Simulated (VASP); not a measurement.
# SiW2 (P6/mmm) in VASP: a series of runs

SiW2 is run at these levels: PBE; tasks: single point, relaxation of cell and atoms.

Everything below comes from runs of VASP 6.6.1. Logs are shortened: lines on timing, memory, paths and dates and some standing lists are left out, and cuts for length are marked.

## 1. The cell of the first run

Symmetry: P6/mmm, No. 191, hexagonal system. Conventional cell: a = 2.747 Å, b = 2.747 Å, c = 7.857 Å, α = 90.00°, β = 90.00°, γ = 120.00°. Si (site symmetry 6/mmm) has 2 W at 2.62 Å and 6 Si at 2.75 Å within 3.5 Å. W (site symmetry 6mm) has 7 W at 2.62 to 2.75 Å and 1 Si at 2.62 Å within 3.5 Å.

The cell was generated, and may not be a known phase.

## 2. Single point, PBE

Input file INCAR:

```
SYSTEM = SiW2
PREC = Accurate
ENCUT = 520
EDIFF = 1E-7
ISMEAR = 0
SIGMA = 0.1
LREAL = .FALSE.
LASPH = .TRUE.
NELM = 60
ALGO = Normal
ISIF = 2
LWAVE = .FALSE.
LCHARG = .TRUE.
GGA = PE
LELF = .TRUE.
LVHAR = .TRUE.
NBANDS = 23
```

Input file KPOINTS:

```
regular mesh
0
G
  6 6 4
  0 0 0
```

Input file POSCAR:

```
SiW2
1.0
    2.7466370316     -0.0000000026      0.0000000000
   -1.3733185136      2.3786574457      0.0000000000
    0.0000000000      0.0000000000      7.8570014036
Si W
1 2
Direct
    0.0000000000      0.0000000000      0.0000000000
    0.0000000000      0.0000000000      0.6664893294
    0.0000000000      0.0000000000      0.3335106706
```

Potentials or basis: VASP PAW PBE potentials, release 64 (Si, W_sv).

On the command line:

```
cat potpaw_PBE.64/Si/POTCAR potpaw_PBE.64/W_sv/POTCAR > POTCAR
mpirun -np 1 vasp_std > vasp.out
```

OUTCAR:

```text
SYSTEM = SiW2
   PREC = Accurate
   ENCUT = 520
   EDIFF = 1E-7
   ISMEAR = 0
   LREAL = .FALSE.
   LASPH = .TRUE.
   NELM = 60
   ISIF = 2
   GGA = PE

 ion  position               nearest neighbor table
   1  0.000  0.000  0.000-   2 2.62   3 2.62
   2  0.000  0.000  0.666-   3 2.62   1 2.62
   3  0.000  0.000  0.334-   2 2.62   1 2.62

  LATTYP: Found a hexagonal cell.
 ALAT       =     2.7466370316
 C/A-ratio  =     2.8605896277

  Lattice vectors:

 A1 = (   2.7466370316,  -0.0000000026,   0.0000000000)
 A2 = (  -1.3733185136,   2.3786574457,   0.0000000000)
 A3 = (   0.0000000000,   0.0000000000,   7.8570014036)

Analysis of symmetry for initial positions (statically):
=====================================================================
 Subroutine PRICEL returns:
 Original cell was already a primitive cell.

 Routine SETGRP: Setting up the symmetry group for a
 hexagonal supercell.

 Subroutine GETGRP returns: Found 24 space group operations
 (whereof 24 operations were pure point group operations)
 out of a pool of 24 trial point group operations.

The static configuration has the point symmetry D_6h.

Analysis of symmetry for dynamics (positions and initial velocities):
=====================================================================
 Subroutine PRICEL returns:
 Original cell was already a primitive cell.

 Routine SETGRP: Setting up the symmetry group for a
 hexagonal supercell.

 Subroutine GETGRP returns: Found 24 space group operations
 (whereof 24 operations were pure point group operations)
 out of a pool of 24 trial point group operations.

The dynamic configuration has the point symmetry D_6h.

 Subroutine INISYM returns: Found 24 space group operations
 (whereof 24 operations are pure point group operations),
 and found     1 'primitive' translations

----------------------------------------------------------------------------------------

                                     Primitive cell

  volume of cell :      51.3322

  direct lattice vectors                    reciprocal lattice vectors
     2.746637032 -0.000000003  0.000000000     0.364081598  0.210202608  0.000000000
    -1.373318514  2.378657446  0.000000000     0.000000000  0.420405217  0.000000000
     0.000000000  0.000000000  7.857001404     0.000000000  0.000000000  0.127275019

  length of vectors
     2.746637032  2.746637032  7.857001404     0.420405217  0.420405217  0.127275019

  position of ions in fractional coordinates (direct lattice)
     0.000000000  0.000000000  0.000000000
     0.000000000  0.000000000  0.666489329
     0.000000000  0.000000000  0.333510671

  ion indices of the primitive-cell ions
   primitive index   ion index
                 1           1
                 2           2
                 3           3

----------------------------------------------------------------------------------------

 KPOINTS: regular mesh

Automatic generation of k-mesh.
 Grid dimensions read from file:
 generate k-points for:    6    6    4

 Generating k-lattice:

  Cartesian coordinates                     Fractional coordinates (reciprocal lattice)
     0.060680266  0.035033768  0.000000000     0.166666667  0.000000000  0.000000000
     0.000000000  0.070067536  0.000000000     0.000000000  0.166666667  0.000000000
     0.000000000  0.000000000  0.031818755     0.000000000  0.000000000  0.250000000

  Length of vectors
     0.070067536  0.070067536  0.031818755

  Shift w.r.t. Gamma in fractional coordinates (k-lattice)
     0.000000000  0.000000000  0.000000000

 Subroutine IBZKPT returns following result:
 ===========================================

 Found     21 irreducible k-points:

 Following reciprocal coordinates:
            Coordinates               Weight
  0.000000  0.000000  0.000000      1.000000
  0.166667 -0.000000  0.000000      6.000000
  0.333333  0.000000  0.000000      6.000000
  0.500000 -0.000000  0.000000      3.000000
  0.166667  0.166667  0.000000      6.000000
  0.333333  0.166667  0.000000     12.000000
[... 13 lines left out ...]
  0.333333  0.166667  0.500000     12.000000
  0.333333  0.333333  0.500000      2.000000
   k-points           NKPTS =     21   k-points in BZ     NKDIM =     21   number of bands    NBANDS=     23
   number of dos      NEDOS =    301   number of ions     NIONS =      3
   total plane-waves  NPLWV =  24000
   dimension x,y,z NGX =    20 NGY =   20 NGZ =   60
   dimension x,y,z NGXF=    40 NGYF=   40 NGZF=  120
   ions per type =               1   2
   NGX,Y,Z   is equivalent  to a cutoff of  12.11, 12.11, 12.70 a.u.
   NGXF,Y,Z  is equivalent  to a cutoff of  24.21, 24.21, 25.39 a.u.
 SYSTEM =  SiW2
   PREC   = accura    normal or accurate (medium, high low for compatibility)
   ISTART =      0    job   : 0-new  1-cont  2-samecut
   ICHARG =      2    charge: 1-file 2-atom 10-const
   ISPIN  =      1    spin polarized calculation?
   LNONCOLLINEAR =      F non collinear calculations
   LSORBIT =      F    spin-orbit coupling
   LASPH  =      T    aspherical Exc in radial PAW
   ENCUT  =  520.0 eV  38.22 Ry    6.18 a.u.   5.11  5.11 14.61*2*pi/ulx,y,z
   NELM   =     60;   NELMIN=  2; NELMDL= -5     # of ELM steps
   EDIFF  = 0.1E-06   stopping-criterion for ELM
   LREAL  =      F    real-space projection
   EDIFFG = 0.1E-05   stopping-criterion for IOM
   NSW    =      0    number of steps for IOM
   IBRION =     -1    ionic relax: 0-MD 1-quasi-New 2-CG
   NFREE  =      0    steps in history (QN), initial steepest desc. (CG)
   ISIF   =      2    stress and relaxation
   ISYM   =      2    0-nonsym 1-usesym 2-fastsym
   POTIM  = 0.5000    time-step for ionic-motion
   TEBEG  =    0.0;   TEEND  =   0.0 temperature during run
   PSTRESS=    0.0 pullay stress
   NELECT =      32.0000    total number of electrons
   NUPDOWN=      -1.0000    fix difference up-down
   EMIN   =  10.00;   EMAX   =-10.00  energy-range for DOS
   EFERMI =   0.00;   METHOD = LEGACY
   ISMEAR =     0;   SIGMA  =   0.10  broadening in eV -4-tet -1-fermi 0-gaus
   EFERMI_NEDOS =   21; number of points for ismear=-14 and -15
   IALGO  =     38    algorithm
   IMIX   =      4    mixing-type and parameters
     AMIX     =   0.40;   BMIX     =  1.00
     AMIX_MAG =   1.60;   BMIX_MAG =  1.00
  volume/ion in A,a.u.               =      17.11       115.47
  Fermi-wavevector in a.u.,A,eV,Ry     =   1.398497  2.642776 26.610185  1.955793
  Thomas-Fermi vector in A             =   2.521649
   LORBIT       =      0    0 simple, 1 ext, 2 COOP (PROOUT), +10 PAW based schemes
   GGA     = PE    functional components
   LHFCALC =     F    Hartree Fock is set to
   AEXX    =    0.0000 exact exchange contribution
   IVDW    =     0    specifies the selected vdW correction
   LEPSILON=     F    determine dielectric tensor
   LRPA    =     F    only Hartree local field effects (RPA)
 non-spin polarized calculation
 Gauss-broadening in eV      SIGMA  =   0.10
  energy-cutoff  :      520.00
  volume of cell :       51.33
 maximum number of plane-waves:      1398
   NGX = 11   NGY = 11   NGZ = 29

 number of electron      31.9999995 magnetization

 Free energy of the ion-electron system (eV)
  ---------------------------------------------------
  ext. energy  EPLUGINS =         0.00000000
  ---------------------------------------------------
  free energy    TOTEN  =       -28.24564304 eV

  energy without entropy =      -28.22993810  energy(sigma->0) =      -28.23779057

 E-fermi :   9.6417     XC(G=0): -12.2434

 val. band max:        9.5977446811   @ k =   0.3333   0.1667   0.5000
 cond. band min:       9.6897194802   @ k =   0.1667  -0.0000   0.2500
 fundamental gap:      0.0919747990
 Fermi energy:         9.6417310960

 k-point     1 :       0.0000    0.0000    0.0000
  band No.  band energies     occupation
      1     -64.4611      2.00000
      2     -64.4081      2.00000
      3     -29.1568      2.00000
      4     -28.4729      2.00000
      5     -28.0230      2.00000
      6     -28.0230      2.00000
[... 15 lines left out ...]
     22      13.4650      0.00000
     23      17.8684      0.00000

 k-point     2 :       0.1667   -0.0000    0.0000
  band No.  band energies     occupation
      1     -64.4326      2.00000
      2     -64.3799      2.00000
      3     -29.1058      2.00000
      4     -28.4322      2.00000
      5     -28.3528      2.00000
      6     -28.2821      2.00000
[... 15 lines left out ...]
     22      13.5587      0.00000
     23      16.0437      0.00000

 k-point     3 :       0.3333    0.0000    0.0000
  band No.  band energies     occupation
      1     -64.3750      2.00000
      2     -64.3232      2.00000
      3     -29.0058      2.00000
      4     -28.9724      2.00000
      5     -28.8898      2.00000
      6     -28.3481      2.00000
[... 15 lines left out ...]
     22      13.3689      0.00000
     23      15.9406      0.00000

 k-point     4 :       0.5000   -0.0000    0.0000
  band No.  band energies     occupation
      1     -64.3461      2.00000
      2     -64.2947      2.00000
      3     -29.2720      2.00000
      4     -29.1781      2.00000
      5     -28.9492      2.00000
      6     -28.3176      2.00000
[... 15 lines left out ...]
     22      15.2761      0.00000
     23      15.4413      0.00000

 k-point     5 :       0.1667    0.1667    0.0000
  band No.  band energies     occupation
      1     -64.3894      2.00000
      2     -64.3374      2.00000
      3     -29.0286      2.00000
      4     -28.7639      2.00000
      5     -28.6836      2.00000
      6     -28.3689      2.00000
[... 356 lines left out ...]
 k-point    19 :       0.1667    0.1667    0.5000
  band No.  band energies     occupation
      1     -64.3894      2.00000
      2     -64.3374      2.00000
      3     -29.0280      2.00000
      4     -28.7639      2.00000
      5     -28.6836      2.00000
      6     -28.3696      2.00000
[... 15 lines left out ...]
     22      13.1972      0.00000
     23      13.8699      0.00000

 k-point    20 :       0.3333    0.1667    0.5000
  band No.  band energies     occupation
      1     -64.3461      2.00000
      2     -64.2947      2.00000
      3     -29.1187      2.00000
      4     -29.0288      2.00000
      5     -28.9487      2.00000
      6     -28.4895      2.00000
[... 15 lines left out ...]
     22      14.5521      0.00000
     23      14.9752      0.00000

 k-point    21 :       0.3333    0.3333    0.5000
  band No.  band energies     occupation
      1     -64.3316      2.00000
      2     -64.2804      2.00000
      3     -28.9227      2.00000
      4     -28.9049      2.00000
      5     -28.9049      2.00000
      6     -28.8213      2.00000
[... 15 lines left out ...]
     22      14.0687      0.00000
     23      16.2624      0.00000

------------------------ aborting loop because EDIFF is reached ----------------------------------------

  FORCE on cell =-STRESS in cart. coord.  units (eV):
  Direction    XX          YY          ZZ          XY          YZ          ZX
  --------------------------------------------------------------------------------------
  -------------------------------------------------------------------------------------
  Total        0.1480769      0.1480769      0.0269081     -0.0000000     -0.0000000      0.0000000
  in kB        4.6217640      4.6217640      0.8398539     -0.0000000     -0.0000000      0.0000000
  external PRESSURE =       3.3611273 kB  Pullay stress =       0.0000000 kB

 VOLUME and BASIS-vectors are now :
 -----------------------------------------------------------------------------
  energy-cutoff  :      520.00
  volume of cell :       51.33
      direct lattice vectors                 reciprocal lattice vectors
     2.746637032 -0.000000003  0.000000000     0.364081598  0.210202608  0.000000000
    -1.373318514  2.378657446  0.000000000     0.000000000  0.420405217  0.000000000
     0.000000000  0.000000000  7.857001404     0.000000000  0.000000000  0.127275019

 POSITION                                       TOTAL-FORCE (eV/Angst)
 -----------------------------------------------------------------------------------
      0.00000      0.00000      0.00000        -0.000000     -0.000000      0.000000
      0.00000      0.00000      5.23661         0.000000      0.000000      0.014637
      0.00000      0.00000      2.62039        -0.000000     -0.000000     -0.014637
 -----------------------------------------------------------------------------------
    total drift:                               -0.000000      0.000000      0.000000

  FREE ENERGIE OF THE ION-ELECTRON SYSTEM (eV)
  ---------------------------------------------------
  free  energy   TOTEN  =       -28.2456430432 eV

  energy  without entropy=      -28.2299381039  energy(sigma->0) =      -28.23779057
```

It took 11 s on 1 thread of Intel Xeon 6975P-C (Granite Rapids), shared host; peak memory 0.17 GiB.

Results:

| Item | Value |
| --- | --- |
| Free energy | -28.2456 eV |
| Pressure | 0.3 GPa |
| Largest force | 0.015 eV/Å |
| Band gap on the k mesh | zero (bands 16 and 17 overlap by 1.08 eV) |

Forces in eV/Å, atoms in the order of the input:
```
Si   0.000  0.000  0.000
W    0.000  0.000  0.015
W    0.000  0.000 -0.015
```

Stress tensor (GPa, compression positive):
```
0.46 0.00 0.00
0.00 0.46 0.00
0.00 0.00 0.08
```

Caveat: the k points lie up to 0.44 Å⁻¹ apart, too coarse for converged energies and pressures of a metal; spin-orbit coupling is left out, which moves the levels of the heavy elements.

## 3. Single point, PBE

This run uses another cell than the first one, of 17.59 Å³/atom.

Input file INCAR:

```
SYSTEM = SiW2
PREC = Accurate
ENCUT = 520
EDIFF = 1E-6
ISMEAR = 0
SIGMA = 0.1
LREAL = .FALSE.
LASPH = .TRUE.
NELM = 80
ALGO = Normal
ISIF = 2
LWAVE = .FALSE.
LCHARG = .FALSE.
GGA = PE
NBANDS = 23
```

Input file KPOINTS:

```
Automatic mesh
0
G
  6 6 4
  0 0 0
```

Input file POSCAR:

```
SiW2
1.0
    3.0814763500      0.0000000000      0.0000000000
   -1.5407381700      2.6686368000      0.0000000000
    0.0000000000      0.0000000000      6.4154633600
Si W
1 2
Direct
    0.0000000000      0.0000000000      0.0000000000
    0.0000000000      0.0000000000      0.6990243800
    0.0000000000      0.0000000000      0.3009756200
```

Potentials or basis: VASP PAW PBE potentials, release 64 (Si, W_sv).

On the command line:

```
cat potpaw_PBE.64/Si/POTCAR potpaw_PBE.64/W_sv/POTCAR > POTCAR
mpirun -np 1 vasp_std > vasp.out
```

It took 9.9 s on 1 thread of Intel Xeon 6975P-C (Granite Rapids), shared host; peak memory 0.17 GiB.

The run converged. Its results:

```
Free energy            : -22.0826 eV
Pressure               : 38.7 GPa
Largest force          : 15.007 eV/Å
Band gap on the k mesh : zero (bands 16 and 17 overlap by 0.77 eV)
```

Forces on the atoms (eV/Å):
```
Si    0.000   0.000   0.000
W     0.000   0.000 -15.007
W     0.000   0.000  15.007
```

Stress tensor (GPa, compression positive):
```
-25.74   0.00   0.00
  0.00 -25.74   0.00
  0.00   0.00 167.67
```

Levels at points of the mesh, in eV from the Fermi level:
```
           k point  band 12  band 13  band 14  band 15  band 16  band 17  band 18  band 19  band 20  band 21
(0.00, 0.00, 0.00)    -2.29    -1.42    -0.11    -0.11    -0.08    -0.08     0.62     0.62     2.33     2.33
(0.50, 0.00, 0.00)    -2.38    -1.62    -1.22    -1.20    -0.43     0.68     1.64     3.94     4.29     4.60
(0.00, 0.00, 0.50)    -3.51     0.03     0.03     0.46     0.46     0.49     0.49     0.96     1.30     1.30
(0.50, 0.00, 0.50)    -3.48    -2.92    -2.30    -0.36     0.03     0.68     3.89     3.98     4.25     4.97
```

Caveat: the k points lie up to 0.39 Å⁻¹ apart, too coarse for converged energies and pressures of a metal; spin-orbit coupling is left out, which moves the levels of the heavy elements; forces of over 1 eV/Å act on the atoms, so gaps and moduli don't describe the material at rest.

## 4. Relaxation of cell and atoms, PBE

This run uses another cell than the first one, of 17.59 Å³/atom.

Input file INCAR:

```
SYSTEM = SiW2
PREC     = Accurate       ! precision mode
ENCUT    = 600            ! plane-wave cutoff, eV
EDIFF    = 1E-6           ! SCF threshold, eV
ISMEAR   = 0              ! smearing method
SIGMA    = 0.1            ! smearing width, eV
LREAL    = .False.        ! projectors in reciprocal space
LASPH    = .True.         ! aspherical terms in the spheres
NELM     = 60             ! most SCF steps
ALGO     = Normal         ! electronic algorithm
ISIF     = 3              ! what is computed and relaxed
LWAVE    = .False.        ! write WAVECAR
LCHARG   = .False.        ! write CHGCAR
GGA      = PE             ! functional
IBRION   = 2              ! ionic algorithm
NSW      = 90             ! ionic steps
EDIFFG   = -0.04          ! ionic threshold
```

Input file KPOINTS:

```
Automatic mesh
0
Gamma
  6 6 4
  0 0 0
```

POSCAR is that of step 3.

On the command line:

```
cat potpaw_PBE.64/Si/POTCAR potpaw_PBE.64/W_sv/POTCAR > POTCAR
mpirun -np 1 vasp_std > vasp.out
```

Wall time 12 min (1 thread of Intel Xeon 6975P-C (Granite Rapids), shared host); peak memory 0.21 GiB.

It converged, with:

- Free energy: -28.2446 eV
- Relaxed volume: 17.14 Å³/atom
- Relaxed cell: a = 2.750 Å, b = 2.750 Å, c = 7.854 Å, α = 90.00°, β = 90.00°, γ = 120.00°
- Space group after relaxing (to 0.1 Å): P6/mmm (No. 191)
- Pressure after relaxing: 0.1 GPa
- Largest force after relaxing: 0.005 eV/Å
- Band gap on the k mesh: zero (bands 16 and 17 overlap by 1.06 eV)

Forces in eV/Å, atoms in the order of the input:
```
Si   0.000  0.000  0.000
W    0.000  0.000  0.005
W    0.000  0.000 -0.005
```

Final structure:
```yaml
crystal:
  lattice:
    - [2.74958, 0.00000, 0.00000]
    - [-1.37479, 2.38121, 0.00000]
    - [0.00000, 0.00000, 7.85363]
  atoms:
    - { symbol: Si, position: [0.00000, 0.00000, 0.00000] }
    - { symbol: W, position: [0.00000, 0.00000, 0.66654] }
    - { symbol: W, position: [0.00000, 0.00000, 0.33346] }
```

Levels at points of the mesh, in eV from the Fermi level:
```tsv
k point	band 12	band 13	band 14	band 15	band 16	band 17	band 18	band 19	band 20
(0.00, 0.00, 0.00)	-4.35	-3.44	-0.67	-0.67	-0.23	-0.23	1.99	1.99	2.01
(0.50, 0.00, 0.00)	-4.57	-3.72	-2.34	-1.26	-1.19	0.49	2.41	2.62	4.18
(0.00, 0.00, 0.50)	-4.97	-2.58	-0.67	-0.67	-0.24	-0.24	1.32	2.02	2.02
(0.50, 0.00, 0.50)	-4.84	-4.34	-3.12	-0.41	0.47	0.57	2.15	2.33	3.84
```

Caveat: the k points lie up to 0.44 Å⁻¹ apart in the final cell, too coarse for converged energies and pressures of a metal; a cell axis changed by over 15 % at a fixed basis, so the end point is rough; spin-orbit coupling is left out, which moves the levels of the heavy elements.

[end of part 1 of 2]

The gap in the log of VASP goes by the Fermi energy; the results here count the filled bands.